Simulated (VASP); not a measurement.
# Pb (I4/mmm) in VASP: notebook

The runs below take Pb through single point, with PBEsol.

All numbers are computed with VASP 6.6.1; they aren't measurements. Logs are shortened: lines on timing, memory, paths and dates and some standing lists are left out, and cuts for length are marked.

## Step 1: The cell of the first run

Symmetry: I4/mmm, No. 139, tetragonal system. The conventional cell has a = 3.761 Å, b = 3.761 Å, c = 4.157 Å, α = 90.00°, β = 90.00°, γ = 90.00°. Pb (site symmetry 4/mmm) has 14 Pb at 3.38 to 4.16 Å within 4.4 Å.

## Step 2: Single point, PBEsol (strain -0.050 along x and y, +0.050 along z)

Input file INCAR:

```
SYSTEM = Pb
PREC = Accurate
ENCUT = 520
EDIFF = 1E-6
ISMEAR = 0
SIGMA = 0.15
LREAL = .False.
LASPH = .True.
NELM = 80
ALGO = Fast
ISIF = 2
LWAVE = .False.
LCHARG = .False.
GGA = PS
NBANDS = 13
```

Input file KPOINTS:

```
regular mesh
0
Gamma
  18 18 18
  0 0 0
```

Input file POSCAR:

```
Pb
1.0
   -1.8806765884      1.8806765884      2.0786425450
    1.8806765884     -1.8806765884      2.0786425450
    1.8806765884      1.8806765884     -2.0786425450
Pb
1
Direct
    0.0000000000      0.0000000000      0.0000000000
```

Potentials or basis: VASP PAW PBE potentials, release 64 (Pb_d).

Command:

```
$ cat potpaw_PBE.64/Pb_d/POTCAR > POTCAR
$ mpirun -np 1 vasp_std > vasp.out
```

OUTCAR:

```text
SYSTEM = Pb
   PREC = Accurate
   ENCUT = 520
   EDIFF = 1E-6
   ISMEAR = 0
   LREAL = .False.
   LASPH = .True.
   NELM = 80
   ISIF = 2
   GGA = PS

 ion  position               nearest neighbor table
   1  0.000  0.000  0.000-

  LATTYP: Found a body centered tetragonal cell.
 ALAT       =     3.7613531768
 C/A-ratio  =     1.1052631579

  Lattice vectors:

 A1 = (  -1.8806765884,   1.8806765884,   2.0786425450)
 A2 = (   1.8806765884,  -1.8806765884,   2.0786425450)
 A3 = (   1.8806765884,   1.8806765884,  -2.0786425450)

Analysis of symmetry for initial positions (statically):
=====================================================================
 Subroutine PRICEL returns:
 Original cell was already a primitive cell.

 Routine SETGRP: Setting up the symmetry group for a
 body centered tetragonal supercell.

 Subroutine GETGRP returns: Found 16 space group operations
 (whereof 16 operations were pure point group operations)
 out of a pool of 16 trial point group operations.

The static configuration has the point symmetry D_4h.

Analysis of symmetry for dynamics (positions and initial velocities):
=====================================================================
 Subroutine PRICEL returns:
 Original cell was already a primitive cell.

 Routine SETGRP: Setting up the symmetry group for a
 body centered tetragonal supercell.

 Subroutine GETGRP returns: Found 16 space group operations
 (whereof 16 operations were pure point group operations)
 out of a pool of 16 trial point group operations.

The dynamic configuration has the point symmetry D_4h.

 Subroutine INISYM returns: Found 16 space group operations
 (whereof 16 operations are pure point group operations),
 and found     1 'primitive' translations

----------------------------------------------------------------------------------------

                                     Primitive cell

  volume of cell :      29.4082

  direct lattice vectors                    reciprocal lattice vectors
    -1.880676588  1.880676588  2.078642545     0.000000000  0.265861766  0.240541598
     1.880676588 -1.880676588  2.078642545     0.265861766  0.000000000  0.240541598
     1.880676588  1.880676588 -2.078642545     0.265861766  0.265861766  0.000000000

  length of vectors
     3.375595309  3.375595309  3.375595309     0.358528575  0.358528575  0.375985316

  position of ions in fractional coordinates (direct lattice)
     0.000000000  0.000000000  0.000000000

  ion indices of the primitive-cell ions
   primitive index   ion index
                 1           1

[... 81 lines left out ...]
   PSTRESS=    0.0 pullay stress
   NELECT =      14.0000    total number of electrons
   NUPDOWN=      -1.0000    fix difference up-down
   EMIN   =  10.00;   EMAX   =-10.00  energy-range for DOS
   EFERMI =   0.00;   METHOD = LEGACY
   ISMEAR =     0;   SIGMA  =   0.15  broadening in eV -4-tet -1-fermi 0-gaus
   EFERMI_NEDOS =   21; number of points for ismear=-14 and -15
   IALGO  =     68    algorithm
   IMIX   =      4    mixing-type and parameters
     AMIX     =   0.40;   BMIX     =  1.00
     AMIX_MAG =   1.60;   BMIX_MAG =  1.00
  volume/ion in A,a.u.               =      29.41       198.46
  Fermi-wavevector in a.u.,A,eV,Ry     =   1.278286  2.415611 22.232138  1.634016
  Thomas-Fermi vector in A             =   2.410838
   LORBIT       =      0    0 simple, 1 ext, 2 COOP (PROOUT), +10 PAW based schemes
   GGA     = PS    functional components
   LHFCALC =     F    Hartree Fock is set to
   AEXX    =    0.0000 exact exchange contribution
   IVDW    =     0    specifies the selected vdW correction
   LEPSILON=     F    determine dielectric tensor
   LRPA    =     F    only Hartree local field effects (RPA)
 non-spin polarized calculation
 RMM-DIIS sequential band-by-band and
 Gauss-broadening in eV      SIGMA  =   0.15
  energy-cutoff  :      520.00
  volume of cell :       29.41
 maximum number of plane-waves:       804
 NGX is ok and might be reduce to    28
   NGX = 13   NGY = 13   NGZ = 13

 number of electron      14.0000004 magnetization

 Free energy of the ion-electron system (eV)
  ---------------------------------------------------
  ext. energy  EPLUGINS =         0.00000000
  ---------------------------------------------------
  free energy    TOTEN  =        -3.97097670 eV

  energy without entropy =       -3.96402184  energy(sigma->0) =       -3.96749927

 E-fermi :   7.4408     XC(G=0): -10.4910

 val. band max:        7.4297523098   @ k =   0.3889   0.2222   0.0000
 cond. band min:       7.4542897540   @ k =  -0.1111   0.2778   0.1111
 fundamental gap:      0.0245374442
 Fermi energy:         7.4408058030

 k-point     1 :       0.0000    0.0000    0.0000
  band No.  band energies     occupation
      1      -9.6340      2.00000
      2      -9.6340      2.00000
      3      -9.5708      2.00000
      4      -9.4032      2.00000
      5      -9.3375      2.00000
      6      -4.5364      2.00000
      7      15.0575      0.00000
      8      15.4059      0.00000
      9      15.4059      0.00000
     10      17.9092      0.00000
     11      19.3022      0.00000
     12      19.3022      0.00000
     13      19.5527      0.00000
[... 354 lines left out ...]
  band No.  band energies     occupation
      1      -9.6334      2.00000
      2      -9.6017      2.00000
      3      -9.4721      2.00000
      4      -9.4127      2.00000
      5      -9.3542      2.00000
      6      -3.6892      2.00000
      7      10.0503      0.00000
      8      13.4285      0.00000
      9      14.1781      0.00000
     10      17.2284      0.00000
     11      17.6101      0.00000
     12      18.5531      0.00000
     13      21.3531      0.00000

 [... further k-points ...]

------------------------ aborting loop because EDIFF is reached ----------------------------------------

  FORCE on cell =-STRESS in cart. coord.  units (eV):
  Direction    XX          YY          ZZ          XY          YZ          ZX
  --------------------------------------------------------------------------------------
  -------------------------------------------------------------------------------------
  Total        0.0946764      0.0946764      0.3243170      0.0000000     -0.0000000      0.0000000
  in kB        5.1580351      5.1580351     17.6690091      0.0000000     -0.0000000      0.0000000
  external PRESSURE =       9.3283598 kB  Pullay stress =       0.0000000 kB

 VOLUME and BASIS-vectors are now :
 -----------------------------------------------------------------------------
  energy-cutoff  :      520.00
  volume of cell :       29.41
      direct lattice vectors                 reciprocal lattice vectors
    -1.880676588  1.880676588  2.078642545     0.000000000  0.265861766  0.240541598
     1.880676588 -1.880676588  2.078642545     0.265861766  0.000000000  0.240541598
     1.880676588  1.880676588 -2.078642545     0.265861766  0.265861766  0.000000000

 POSITION                                       TOTAL-FORCE (eV/Angst)
 -----------------------------------------------------------------------------------
      0.00000      0.00000      0.00000         0.000000      0.000000     -0.000000
 -----------------------------------------------------------------------------------
    total drift:                               -0.000000     -0.000000     -0.000000

  FREE ENERGIE OF THE ION-ELECTRON SYSTEM (eV)
  ---------------------------------------------------
  free  energy   TOTEN  =        -3.9709766968 eV

  energy  without entropy=       -3.9640218375  energy(sigma->0) =       -3.96749927
```

OSZICAR:

```text
N       E                     dE             d eps       ncg     rms          rms(c)
DAV:   1     0.107360026853E+03    0.10736E+03   -0.71499E+03 12667   0.127E+03
DAV:   2     0.113166807970E+01   -0.10623E+03   -0.10288E+03 13215   0.314E+02
DAV:   3    -0.387366823356E+01   -0.50053E+01   -0.49853E+01 15496   0.733E+01
DAV:   4    -0.398493708334E+01   -0.11127E+00   -0.11124E+00 14998   0.115E+01
DAV:   5    -0.398986069976E+01   -0.49236E-02   -0.49235E-02 17399   0.227E+00    0.623E-01
RMM:   6    -0.397474492309E+01    0.15116E-01   -0.16034E-02 15003   0.185E+00    0.297E-01
RMM:   7    -0.397103086120E+01    0.37141E-02   -0.96325E-03 14819   0.111E+00    0.911E-02
RMM:   8    -0.397091489608E+01    0.11597E-03   -0.17360E-03 17948   0.627E-01    0.136E-02
RMM:   9    -0.397096728916E+01   -0.52393E-04   -0.54406E-04 18778   0.226E-01    0.143E-02
RMM:  10    -0.397097496110E+01   -0.76719E-05   -0.15278E-04 15991   0.220E-01    0.112E-02
RMM:  11    -0.397097444794E+01    0.51316E-06   -0.66456E-05 18149   0.980E-02    0.161E-03
RMM:  12    -0.397097648661E+01   -0.20387E-05   -0.21147E-05 14886   0.495E-02    0.118E-03
RMM:  13    -0.397097669678E+01   -0.21016E-06   -0.36266E-06  9824   0.223E-02
   1 F= -.39709767E+01 E0= -.39674993E+01  d E =-.695486E-02
```

stdout:

```text
POSCAR found type information on POSCAR Pb
 POSCAR found :  1 types and       1 ions
 scaLAPACK will be used
 -----------------------------------------------------------------------------
|                                                                             |
|                                                                             |
|     You enforced a specific xc type in the INCAR file but a different       |
|     I HOPE YOU KNOW WHAT YOU ARE DOING!                                     |
|                                                                             |
 -----------------------------------------------------------------------------

 LDA part: xc-table for (Slater+PW92), standard interpolation
 POSCAR, INCAR and KPOINTS ok, starting setup
 FFT: planning ... GRIDC
 FFT: planning ... GRID_SOFT
 FFT: planning ... GRID
 WAVECAR not read
 entering main loop
WARNING in EDDRMM: call to ZHEGV failed, returncode =   8  4     12
WARNING in EDDRMM: call to ZHEGV failed, returncode =   8  4     12
```

It took 5.9 min on 1 thread of Intel Xeon 8259CL, shared host; peak memory 0.29 GiB.

Results:

* Free energy: -3.9710 eV
* Pressure: 0.9 GPa
* Band gap on the k mesh: zero (bands 7 and 8 overlap by 9.67 eV)

Caveat: the cell differs from its parent crystal (strain -0.050 along x and y, +0.050 along z); the PAW data sets were made with another functional, which shifts forces and pressure a little; spin-orbit coupling is left out, which moves the levels of the heavy elements.

## Step 3: Single point, PBEsol (strain +0.050 along x and y, -0.050 along z)

Input file INCAR:

```
SYSTEM = Pb
ALGO = Fast
EDIFF = 1E-6
ENCUT = 520
GGA = PS
ISIF = 2
ISMEAR = 0
LASPH = .TRUE.
LCHARG = .FALSE.
LREAL = .FALSE.
LWAVE = .FALSE.
NBANDS = 13
NELM = 80
PREC = Accurate
SIGMA = 0.15
```

Input file KPOINTS:

```
k-points
0
G
  18 18 18
  0 0 0
```

Input file POSCAR:

```
Pb
1.0
   -2.0786425450      2.0786425450      1.8806765884
    2.0786425450     -2.0786425450      1.8806765884
    2.0786425450      2.0786425450     -1.8806765884
Pb
1
Direct
    0.0000000000      0.0000000000      0.0000000000
```

Potentials or basis: VASP PAW PBE potentials, release 64 (Pb_d).

Command:

```
$ cat potpaw_PBE.64/Pb_d/POTCAR > POTCAR
$ mpirun -np 1 vasp_std > vasp.out
```

OUTCAR:

```text
SYSTEM = Pb
   EDIFF = 1E-6
   ENCUT = 520
   GGA = PS
   ISIF = 2
   ISMEAR = 0
   LASPH = .TRUE.
   LREAL = .FALSE.
   NELM = 80
   PREC = Accurate

 ion  position               nearest neighbor table
   1  0.000  0.000  0.000-

  LATTYP: Found a body centered tetragonal cell.
 ALAT       =     4.1572850900
 C/A-ratio  =     0.9047619048

  Lattice vectors:

 A1 = (  -2.0786425450,   2.0786425450,   1.8806765884)
 A2 = (   2.0786425450,  -2.0786425450,   1.8806765884)
 A3 = (   2.0786425450,   2.0786425450,  -1.8806765884)

Analysis of symmetry for initial positions (statically):
=====================================================================
 Subroutine PRICEL returns:
 Original cell was already a primitive cell.

 Routine SETGRP: Setting up the symmetry group for a
 body centered tetragonal supercell.

 Subroutine GETGRP returns: Found 16 space group operations
 (whereof 16 operations were pure point group operations)
 out of a pool of 16 trial point group operations.

The static configuration has the point symmetry D_4h.
[... 169 lines left out ...]
  band No.  band energies     occupation
      1     -10.6759      2.00000
      2     -10.6197      2.00000
      3     -10.6197      2.00000
      4     -10.4900      2.00000
      5     -10.4243      2.00000
      6      -4.9741      2.00000
      7      13.0450      0.00000
      8      13.0450      0.00000
      9      13.8670      0.00000
     10      16.8579      0.00000
     11      17.2401      0.00000
     12      17.2402      0.00000
     13      18.0621      0.00000
[... 354 lines left out ...]
  band No.  band energies     occupation
      1     -10.6716      2.00000
      2     -10.6090      2.00000
      3     -10.5361      2.00000
      4     -10.4826      2.00000
      5     -10.4447      2.00000
      6      -4.2128      2.00000
      7       9.0418      0.00000
      8      11.0566      0.00000
      9      12.1784      0.00000
     10      15.1205      0.00000
     11      16.3063      0.00000
     12      18.0130      0.00000
     13      19.5988      0.00000

 [... further k-points ...]

------------------------ aborting loop because EDIFF is reached ----------------------------------------

  FORCE on cell =-STRESS in cart. coord.  units (eV):
  Direction    XX          YY          ZZ          XY          YZ          ZX
  --------------------------------------------------------------------------------------
  -------------------------------------------------------------------------------------
  Total       -0.5811706     -0.5811706     -0.7881672      0.0000000      0.0000000      0.0000000
  in kB      -28.6470890    -28.6470890    -38.8503751      0.0000000      0.0000000      0.0000000
  external PRESSURE =     -32.0481843 kB  Pullay stress =       0.0000000 kB

 VOLUME and BASIS-vectors are now :
 -----------------------------------------------------------------------------
  energy-cutoff  :      520.00
  volume of cell :       32.50
      direct lattice vectors                 reciprocal lattice vectors
    -2.078642545  2.078642545  1.880676588     0.000000000  0.240541598  0.265861766
     2.078642545 -2.078642545  1.880676588     0.240541598  0.000000000  0.265861766
     2.078642545  2.078642545 -1.880676588     0.240541598  0.240541598  0.000000000

 POSITION                                       TOTAL-FORCE (eV/Angst)
 -----------------------------------------------------------------------------------
      0.00000      0.00000      0.00000         0.000000     -0.000000     -0.000000
 -----------------------------------------------------------------------------------
    total drift:                               -0.000000     -0.000000     -0.000000

  FREE ENERGIE OF THE ION-ELECTRON SYSTEM (eV)
  ---------------------------------------------------
  free  energy   TOTEN  =        -3.9452886635 eV

  energy  without entropy=       -3.9387340061  energy(sigma->0) =       -3.94201133
```

OSZICAR:

```text
N       E                     dE             d eps       ncg     rms          rms(c)
DAV:   1     0.107105941859E+03    0.10711E+03   -0.70706E+03 12576   0.122E+03
DAV:   2     0.130611843848E+01   -0.10580E+03   -0.10254E+03 13200   0.306E+02
DAV:   3    -0.383450992400E+01   -0.51406E+01   -0.51203E+01 15458   0.734E+01
DAV:   4    -0.395510440477E+01   -0.12059E+00   -0.12057E+00 14964   0.122E+01
DAV:   5    -0.396061809122E+01   -0.55137E-02   -0.55135E-02 17014   0.242E+00    0.529E-01
RMM:   6    -0.394806846102E+01    0.12550E-01   -0.14675E-02 14810   0.173E+00    0.264E-01
RMM:   7    -0.394523615717E+01    0.28323E-02   -0.89421E-03 14796   0.104E+00    0.947E-02
RMM:   8    -0.394521808298E+01    0.18074E-04   -0.17207E-03 17298   0.656E-01    0.160E-02
RMM:   9    -0.394527783943E+01   -0.59756E-04   -0.61522E-04 18553   0.248E-01    0.162E-02
RMM:  10    -0.394528241800E+01   -0.45786E-05   -0.18881E-04 15971   0.243E-01    0.793E-03
RMM:  11    -0.394528673530E+01   -0.43173E-05   -0.85932E-05 18816   0.100E-01    0.311E-03
RMM:  12    -0.394528833215E+01   -0.15968E-05   -0.16677E-05 14798   0.451E-02    0.309E-03
RMM:  13    -0.394528866349E+01   -0.33134E-06   -0.33131E-06  9397   0.208E-02
   1 F= -.39452887E+01 E0= -.39420113E+01  d E =-.655466E-02
```

stdout:

```text
POSCAR found type information on POSCAR Pb
 POSCAR found :  1 types and       1 ions
 scaLAPACK will be used
 -----------------------------------------------------------------------------
|                                                                             |
|                                                                             |
|     You enforced a specific xc type in the INCAR file but a different       |
|     I HOPE YOU KNOW WHAT YOU ARE DOING!                                     |
|                                                                             |
 -----------------------------------------------------------------------------

 LDA part: xc-table for (Slater+PW92), standard interpolation
 POSCAR, INCAR and KPOINTS ok, starting setup
 FFT: planning ... GRIDC
 FFT: planning ... GRID_SOFT
 FFT: planning ... GRID
 WAVECAR not read
 entering main loop
WARNING in EDDRMM: call to ZHEGV failed, returncode =   8  4     13
WARNING in EDDRMM: call to ZHEGV failed, returncode =   8  4     12
```

Run time: 5.6 min. Hardware: 1 thread of Intel Xeon 8259CL, shared host; peak memory 0.31 GiB.

What came out:

```
Free energy            : -3.9453 eV
Pressure               : -3.2 GPa
Band gap on the k mesh : zero (bands 7 and 8 overlap by 8.49 eV)
```

Caveat: the cell differs from its parent crystal (strain +0.050 along x and y, -0.050 along z); the cell stands under tension; the PAW data sets were made with another functional, which shifts forces and pressure a little; spin-orbit coupling is left out, which moves the levels of the heavy elements.

The gap in the log of VASP goes by the Fermi energy; the results here count the filled bands.